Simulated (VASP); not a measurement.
# C in VASP: notebook

Runs on C. Level: PBEsol. Tasks: single point.

Everything below comes from runs of VASP 6.6.1. Logs are shortened: lines on timing, memory, paths and dates and some standing lists are left out, and cuts for length are marked.

### 1 The cell of the first run

The cell holds a slab with vacuum, 12 atoms: a = 2.459 Å, b = 3.891 Å, c = 26.357 Å, α = 90.00°, β = 90.00°, γ = 108.42°.

### 2 Single point, PBEsol

INCAR reads:

```
PREC     = Accurate       # precision mode
ENCUT    = 520            # plane-wave cutoff, eV
EDIFF    = 1E-6           # SCF threshold, eV
ISMEAR   = 0              # smearing method
SIGMA    = 0.05           # smearing width, eV
LREAL    = F              # projectors in reciprocal space
LASPH    = T              # aspherical terms in the spheres
NELM     = 100            # most SCF steps
ALGO     = Normal         # electronic algorithm
ISIF     = 2              # what is computed and relaxed
LWAVE    = F              # write WAVECAR
LCHARG   = F              # write CHGCAR
LDIPOL   = T            
IDIPOL   = 3            
DIPOL    = 0.5 0.5 0.500
GGA      = PS             # functional
NBANDS   = 36             # bands
ISYM     = 0
```

KPOINTS reads:

```
regular mesh
0
Gamma
  11 7 1
```

POSCAR reads:

```
C
1.0
    2.4588524064      0.0000000000      0.0000000000
   -1.2294262032      3.6913216801      0.0000000000
    0.0000000000      0.0000000000     26.3565499948
C
12
Direct
    0.5000000000      0.0000000000      0.2845592462
    0.0000000000      0.0000000000      0.3114803769
    0.0000000000      0.0000000000      0.3653513216
    0.5000000000      0.0000000000      0.3922724523
    0.5000000000      0.0000000000      0.4461433970
    0.0000000000      0.0000000000      0.4730645277
    0.0000000000      0.0000000000      0.5269354723
    0.5000000000      0.0000000000      0.5538566030
    0.5000000000      0.0000000000      0.6077275477
    0.0000000000      0.0000000000      0.6346486784
    0.0000000000      0.0000000000      0.6885196231
    0.5000000000      0.0000000000      0.7154407538
```

Potentials or basis: VASP PAW PBE potentials, release 64 (C).

Run with:

```
$ cat potpaw_PBE.64/C/POTCAR > POTCAR
$ mpirun -np 1 vasp_std > vasp.out
```

OUTCAR:

```text
PREC = Accurate
   ENCUT = 520
   EDIFF = 1E-6
   ISMEAR = 0
   LREAL = F
   LASPH = T
   NELM = 100
   ISIF = 2
   GGA = PS
   ISYM = 0

 ion  position               nearest neighbor table
   1  0.500  0.000  0.285-   2 1.42   2 1.42
   2  0.000  0.000  0.311-   1 1.42   1 1.42   3 1.42
   3  0.000  0.000  0.365-   4 1.42   4 1.42   2 1.42
   4  0.500  0.000  0.392-   3 1.42   3 1.42   5 1.42
   5  0.500  0.000  0.446-   6 1.42   6 1.42   4 1.42
   6  0.000  0.000  0.473-   5 1.42   5 1.42   7 1.42
   7  0.000  0.000  0.527-   8 1.42   8 1.42   6 1.42
   8  0.500  0.000  0.554-   7 1.42   7 1.42   9 1.42
   9  0.500  0.000  0.608-  10 1.42  10 1.42   8 1.42
  10  0.000  0.000  0.635-   9 1.42   9 1.42  11 1.42
  11  0.000  0.000  0.689-  12 1.42  12 1.42  10 1.42
  12  0.500  0.000  0.715-  11 1.42  11 1.42

IMPORTANT INFORMATION: All symmetrisations will be switched off!
NOSYMM: (Re-)initialisation of all symmetry stuff for point group C_1.

----------------------------------------------------------------------------------------

                                     Primitive cell

  volume of cell :     239.2230

  direct lattice vectors                    reciprocal lattice vectors
     2.458852406  0.000000000  0.000000000     0.406693788  0.135452839  0.000000000
    -1.229426203  3.691321680  0.000000000     0.000000000  0.270905677  0.000000000
     0.000000000  0.000000000 26.356549995     0.000000000  0.000000000  0.037941233

  length of vectors
     2.458852406  3.890674046 26.356549995     0.428657566  0.270905677  0.037941233

  position of ions in fractional coordinates (direct lattice)
     0.500000000  0.000000000  0.284559246
     0.000000000  0.000000000  0.311480377
     0.000000000  0.000000000  0.365351322
     0.500000000  0.000000000  0.392272452
     0.500000000  0.000000000  0.446143397
     0.000000000  0.000000000  0.473064528
     0.000000000  0.000000000  0.526935472
     0.500000000  0.000000000  0.553856603
     0.500000000  0.000000000  0.607727548
     0.000000000  0.000000000  0.634648678
     0.000000000  0.000000000  0.688519623
     0.500000000  0.000000000  0.715440754

  ion indices of the primitive-cell ions
   primitive index   ion index
                 1           1
                 2           2
                 3           3
                 4           4
                 5           5
                 6           6
                 7           7
                 8           8
                 9           9
                10          10
                11          11
                12          12

----------------------------------------------------------------------------------------

 KPOINTS: regular mesh

Automatic generation of k-mesh.
 Grid dimensions read from file:
 generate k-points for:   11    7    1

 Generating k-lattice:

  Cartesian coordinates                     Fractional coordinates (reciprocal lattice)
     0.036972163  0.012313894  0.000000000     0.090909091  0.000000000  0.000000000
     0.000000000  0.038700811  0.000000000     0.000000000  0.142857143  0.000000000
     0.000000000  0.000000000  0.037941233     0.000000000  0.000000000  1.000000000

  Length of vectors
     0.038968870  0.038700811  0.037941233

  Shift w.r.t. Gamma in fractional coordinates (k-lattice)
     0.000000000  0.000000000  0.000000000

 -----------------------------------------------------------------------------
|                                                                             |
|           W    W    AA    RRRRR   N    N  II  N    N   GGGG   !!!           |
|           W    W   A  A   R    R  NN   N  II  NN   N  G    G  !!!           |
|           W    W  A    A  R    R  N N  N  II  N N  N  G       !!!           |
|           W WW W  AAAAAA  RRRRR   N  N N  II  N  N N  G  GGG   !            |
|           WW  WW  A    A  R   R   N   NN  II  N   NN  G    G                |
|           W    W  A    A  R    R  N    N  II  N    N   GGGG   !!!           |
|                                                                             |
|     Your reciprocal lattice and k-lattice belong to different lattice       |
|     classes:                                                                |
|                                                                             |
|        The reciprocal lattice is base centered orthorhombic,                |
|        whereas your k-lattice is simple monoclinic.                         |
|                                                                             |
|     Results are often still useful ...                                      |
|                                                                             |
 -----------------------------------------------------------------------------

 WARNING: IBZKPT: internal override: KBLOWUP is changed to .FALSE.
      ... skipping the blow-up phase ...

 Subroutine IBZKPT returns following result:
 ===========================================

 Found     39 irreducible k-points:

 Following reciprocal coordinates:
            Coordinates               Weight
  0.000000  0.000000  0.000000      1.000000
  0.090909  0.000000  0.000000      2.000000
  0.181818 -0.000000  0.000000      2.000000
  0.272727 -0.000000  0.000000      2.000000
  0.363636  0.000000  0.000000      2.000000
  0.454545  0.000000  0.000000      2.000000
[... 16 lines left out ...]
  0.454545  0.285714  0.000000      2.000000
 -0.454545  0.285714  0.000000      2.000000
 [... further k-points ...]
   k-points           NKPTS =     39   k-points in BZ     NKDIM =     39   number of bands    NBANDS=     36
   number of dos      NEDOS =    301   number of ions     NIONS =     12
   total plane-waves  NPLWV = 105840
   dimension x,y,z NGX =    18 NGY =   30 NGZ =  196
   dimension x,y,z NGXF=    36 NGYF=   60 NGZF=  392
   ions per type =              12
   NGX,Y,Z   is equivalent  to a cutoff of  12.17, 12.82, 12.36 a.u.
   NGXF,Y,Z  is equivalent  to a cutoff of  24.34, 25.64, 24.73 a.u.
 SYSTEM =  unknown system
   PREC   = accura    normal or accurate (medium, high low for compatibility)
   ISTART =      0    job   : 0-new  1-cont  2-samecut
   ICHARG =      2    charge: 1-file 2-atom 10-const
   ISPIN  =      1    spin polarized calculation?
   LNONCOLLINEAR =      F non collinear calculations
   LSORBIT =      F    spin-orbit coupling
   LASPH  =      T    aspherical Exc in radial PAW
   ENCUT  =  520.0 eV  38.22 Ry    6.18 a.u.   4.57  7.23 49.01*2*pi/ulx,y,z
   NELM   =    100;   NELMIN=  2; NELMDL= -5     # of ELM steps
   EDIFF  = 0.1E-05   stopping-criterion for ELM
   LREAL  =      F    real-space projection
   EDIFFG = 0.1E-04   stopping-criterion for IOM
   NSW    =      0    number of steps for IOM
   IBRION =     -1    ionic relax: 0-MD 1-quasi-New 2-CG
   NFREE  =      0    steps in history (QN), initial steepest desc. (CG)
   ISIF   =      2    stress and relaxation
   ISYM   =      0    0-nonsym 1-usesym 2-fastsym
   POTIM  = 0.5000    time-step for ionic-motion
   TEBEG  =    0.0;   TEEND  =   0.0 temperature during run
   PSTRESS=    0.0 pullay stress
   NELECT =      48.0000    total number of electrons
   NUPDOWN=      -1.0000    fix difference up-down
   EMIN   =  10.00;   EMAX   =-10.00  energy-range for DOS
   EFERMI =   0.00;   METHOD = LEGACY
   ISMEAR =     0;   SIGMA  =   0.05  broadening in eV -4-tet -1-fermi 0-gaus
   EFERMI_NEDOS =   21; number of points for ismear=-14 and -15
   IALGO  =     38    algorithm
   IMIX   =      4    mixing-type and parameters
     AMIX     =   0.40;   BMIX     =  1.00
     AMIX_MAG =   1.60;   BMIX_MAG =  1.00
  volume/ion in A,a.u.               =      19.94       134.53
  Fermi-wavevector in a.u.,A,eV,Ry     =   0.958416  1.811145 12.497797  0.918562
  Thomas-Fermi vector in A             =   2.087522
   LORBIT       =      0    0 simple, 1 ext, 2 COOP (PROOUT), +10 PAW based schemes
   GGA     = PS    functional components
   LHFCALC =     F    Hartree Fock is set to
   AEXX    =    0.0000 exact exchange contribution
   IVDW    =     0    specifies the selected vdW correction
   LEPSILON=     F    determine dielectric tensor
   LRPA    =     F    only Hartree local field effects (RPA)
 non-spin polarized calculation
 Gauss-broadening in eV      SIGMA  =   0.05
  energy-cutoff  :      520.00
  volume of cell :      239.22
 maximum number of plane-waves:      6503
   NGX =  9   NGY = 15   NGZ = 99

 dipolmoment           0.000000      0.000000      0.000003 electrons x Angstroem

 number of electron      47.9999993 magnetization

 dipolmoment           0.000000      0.000000     -0.000002 electrons x Angstroem

 Free energy of the ion-electron system (eV)
  ---------------------------------------------------
  ext. energy  EPLUGINS =         0.00000000
  ---------------------------------------------------
  free energy    TOTEN  =      -108.71588261 eV

  energy without entropy =     -108.70429377  energy(sigma->0) =     -108.71008819

 E-fermi :  -1.7508     XC(G=0):  -5.4012

 val. band max:       -1.7627292832   @ k =  -0.0909   0.1429   0.0000
 cond. band min:      -1.7495120115   @ k =  -0.1818   0.2857   0.0000
 fundamental gap:      0.0132172717
 Fermi energy:        -1.7508465267

 k-point     1 :       0.0000    0.0000    0.0000
  band No.  band energies     occupation
      1     -21.0775      2.00000
      2     -20.5687      2.00000
      3     -19.7625      2.00000
      4     -18.6865      2.00000
      5     -17.3766      2.00000
      6     -16.1250      2.00000
[... 28 lines left out ...]
     35       5.6244      0.00000
     36       5.9733      0.00000

 k-point     2 :       0.0909    0.0000    0.0000
  band No.  band energies     occupation
      1     -20.9271      2.00000
      2     -20.4192      2.00000
      3     -19.6146      2.00000
      4     -18.5414      2.00000
      5     -17.2365      2.00000
      6     -15.9940      2.00000
[... 28 lines left out ...]
     35       5.8478      0.00000
     36       6.4904      0.00000

 k-point     3 :       0.1818   -0.0000    0.0000
  band No.  band energies     occupation
      1     -20.4777      2.00000
      2     -19.9727      2.00000
      3     -19.1732      2.00000
      4     -18.1087      2.00000
      5     -16.8193      2.00000
      6     -15.6023      2.00000
[... 28 lines left out ...]
     35       5.9994      0.00000
     36       6.4333      0.00000
[... 742 lines left out ...]
 k-point    23 :       0.4545    0.2857    0.0000
  band No.  band energies     occupation
      1     -17.3717      2.00000
      2     -16.9009      2.00000
      3     -16.2006      2.00000
      4     -16.0047      2.00000
      5     -15.7263      2.00000
      6     -14.7351      2.00000
[... 28 lines left out ...]
     35       8.4631      0.00000
     36       8.5729      0.00000

 k-point    24 :      -0.4545    0.2857    0.0000
  band No.  band energies     occupation
      1     -17.4727      2.00000
      2     -16.9968      2.00000
      3     -16.2815      2.00000
      4     -15.9226      2.00000
      5     -15.7009      2.00000
      6     -14.7632      2.00000
[... 28 lines left out ...]
     35       7.3818      0.00000
     36       7.7998      0.00000

 [... further k-points ...]

------------------------ aborting loop because EDIFF is reached ----------------------------------------

 vacuum level on the upper side and lower side of the slab       (xc-potential included)        -0.533        -0.353

  FORCE on cell =-STRESS in cart. coord.  units (eV):
  Direction    XX          YY          ZZ          XY          YZ          ZX
  --------------------------------------------------------------------------------------
  -------------------------------------------------------------------------------------
  Total        0.6762803     -0.4771032      1.0398386     -0.0154357     -0.0000000      0.0000001
  in kB        4.5293344     -3.1953615      6.9642379     -0.1033795     -0.0000002      0.0000005
  external PRESSURE =       2.7660702 kB  Pullay stress =       0.0000000 kB

 VOLUME and BASIS-vectors are now :
 -----------------------------------------------------------------------------
  energy-cutoff  :      520.00
  volume of cell :      239.22
      direct lattice vectors                 reciprocal lattice vectors
     2.458852406  0.000000000  0.000000000     0.406693788  0.135452839  0.000000000
    -1.229426203  3.691321680  0.000000000     0.000000000  0.270905677  0.000000000
     0.000000000  0.000000000 26.356549995     0.000000000  0.000000000  0.037941233

 POSITION                                       TOTAL-FORCE (eV/Angst)
 -----------------------------------------------------------------------------------
      1.22943      0.00000      7.50000        -0.000000     -0.000000      1.869543
      0.00000      0.00000      8.20955         0.000000     -0.000000     -2.859651
      0.00000      0.00000      9.62940         0.000000      0.000000      0.989357
      1.22943      0.00000     10.33895         0.000000     -0.000000     -0.230791
      1.22943      0.00000     11.75880         0.000000      0.000000      0.179229
      0.00000      0.00000     12.46835        -0.000000      0.000000     -0.104936
      0.00000      0.00000     13.88820         0.000000      0.000000      0.104949
      1.22943      0.00000     14.59775        -0.000000     -0.000000     -0.179224
      1.22943      0.00000     16.01760         0.000000      0.000000      0.230813
      0.00000      0.00000     16.72715        -0.000000     -0.000000     -0.989407
      0.00000      0.00000     18.14700         0.000000     -0.000000      2.859897
      1.22943      0.00000     18.85655         0.000000     -0.000000     -1.869779
 -----------------------------------------------------------------------------------
    total drift:                               -0.000000     -0.000000     -0.000059

  FREE ENERGIE OF THE ION-ELECTRON SYSTEM (eV)
  ---------------------------------------------------
  free  energy   TOTEN  =      -108.7158826087 eV

  energy  without entropy=     -108.7042937654  energy(sigma->0) =     -108.71008819

 vacuum level on the upper side and lower side of the slab         4.930         4.736
```

Run time: 15 min. Hardware: 1 thread of Intel Xeon 8259CL, shared host; peak memory 0.44 GiB.

What came out:

* Free energy: -108.7159 eV
* Largest force: 2.860 eV/Å
* Band gap on the k mesh: zero (bands 24 and 25 overlap by 0.39 eV)

Forces in eV/Å, atoms in the order of the input:
```
C    0.000  0.000  1.870
C    0.000  0.000 -2.860
C    0.000  0.000  0.989
C    0.000  0.000 -0.231
C    0.000  0.000  0.179
C    0.000  0.000 -0.105
C    0.000  0.000  0.105
C    0.000  0.000 -0.179
C    0.000  0.000  0.231
C    0.000  0.000 -0.989
C    0.000  0.000  2.860
C    0.000  0.000 -1.870
```

Caveat: the PAW data sets were made with another functional, which shifts forces and pressure a little.

### 3 Single point, PBEsol

INCAR reads:

```
PREC = Accurate ; ENCUT = 520
EDIFF = 1E-6 ; ISMEAR = 0
SIGMA = 0.05 ; LREAL = False
LASPH = True ; NELM = 60
ALGO = Normal ; ISIF = 2
LWAVE = False ; LCHARG = False
LDIPOL = True ; IDIPOL = 3
DIPOL = 0.5 0.5 0.500 ; GGA = PS
NBANDS = 36 ; ISYM = 0
```

KPOINTS is that of step 2.

POSCAR reads:

```
C
1.0
    2.4588524064      0.0000000000      0.0000000000
   -1.2294262032      3.6913216801      0.0000000000
    0.0000000000      0.0000000000     26.3565499948
C
12
Direct
    0.5000000000      0.0000000000      0.2861987686
    0.0000000000      0.0000000000      0.3096860724
    0.0000000000      0.0000000000      0.3654208693
    0.5000000000      0.0000000000      0.3918760883
    0.5000000000      0.0000000000      0.4461582198
    0.0000000000      0.0000000000      0.4729284779
    0.0000000000      0.0000000000      0.5270713637
    0.5000000000      0.0000000000      0.5538416907
    0.5000000000      0.0000000000      0.6081239154
    0.0000000000      0.0000000000      0.6345792088
    0.0000000000      0.0000000000      0.6903140071
    0.5000000000      0.0000000000      0.7138013180
```

Potentials or basis: VASP PAW PBE potentials, release 64 (C).

Run with:

```
$ cat potpaw_PBE.64/C/POTCAR > POTCAR
$ mpirun -np 1 vasp_std > vasp.out
```

Run time: 16 min. Hardware: 1 thread of Intel Xeon 8259CL, shared host; peak memory 0.44 GiB.

Results (log left out):

```yaml
Free_energy: -108.9264 eV
Largest_force: 0.047 eV/Å
Band_gap_on_the_k_mesh: zero (bands 24 and 25 overlap by 0.60 eV)
```

Forces in eV/Å, atoms in the order of the input:
```
C    0.000  0.000 -0.047
C    0.000  0.000 -0.005
C    0.000  0.000 -0.002
C    0.000  0.000 -0.009
C    0.000  0.000  0.009
C    0.000  0.000 -0.002
C    0.000  0.000  0.002
C    0.000  0.000 -0.009
C    0.000  0.000  0.009
C    0.000  0.000  0.002
C    0.000  0.000  0.005
C    0.000  0.000  0.047
```

Levels at points of the mesh, in eV from the Fermi level:
| k point | band 20 | band 21 | band 22 | band 23 | band 24 | band 25 | band 26 | band 27 | band 28 | band 29 |
| --- | --- | --- | --- | --- | --- | --- | --- | --- | --- | --- |
| (0.00, 0.00, 0.00) | -4.03 | -3.52 | -3.51 | -2.53 | 0.00 | 0.06 | 2.93 | 3.55 | 4.15 | 4.75 |

Caveat: the PAW data sets were made with another functional, which shifts forces and pressure a little.
